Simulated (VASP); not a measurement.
Si4W, 5 atoms in the cell. The structure is tetragonal, space group I4/mmm (No. 139). Conventional cell: a = 3.330 Å, b = 3.330 Å, c = 12.714 Å, α = 90.00°, β = 90.00°, γ = 90.00°. Within 3.2 Å of Si (site symmetry 4mm) lie 9 Si at 2.44 to 2.75 Å and 1 W at 2.67 Å. Si (site symmetry 4mm) has 6 Si at 2.44 to 2.75 Å and 4 W at 2.67 Å within 3.2 Å. W (site symmetry 4/mmm) has 10 Si at 2.67 Å and 4 W at 3.33 Å within 3.5 Å. 

```yaml
Program: VASP 6.6.1
Task: relaxation of cell and atoms
Functional: PBE
Potentials_or_basis: VASP PAW PBE potentials, release 64 (Si, W_sv)
Cutoff: 600 eV
k_mesh: 14 × 14 × 14
Occupations: gaussian, width 0.1 eV
Spin: no spin polarisation
Dipole_correction: no
Further_INCAR_settings: ALGO = Normal; EDIFF = 1e-06; IBRION = 2; EDIFFG = -0.01; NSW = 100; ISIF = 3
```

Potentials or basis: VASP PAW PBE potentials, release 64 (Si, W_sv).

The run is started by

```console
$ cat potpaw_PBE.64/Si/POTCAR potpaw_PBE.64/W_sv/POTCAR > POTCAR
$ mpirun -np 1 vasp_std > vasp.out
```

Hardware: 1 thread of Intel(R) Xeon(R) 6975P-C (Granite Rapids) (shared host).

Question: Estimate the wall time of this run.

Answer: It took 27 min on 1 thread of Intel(R) Xeon(R) 6975P-C (Granite Rapids), on a shared host, peak memory 0.69 GiB. Counts: scf iterations 41, k points 244, ion steps 6.
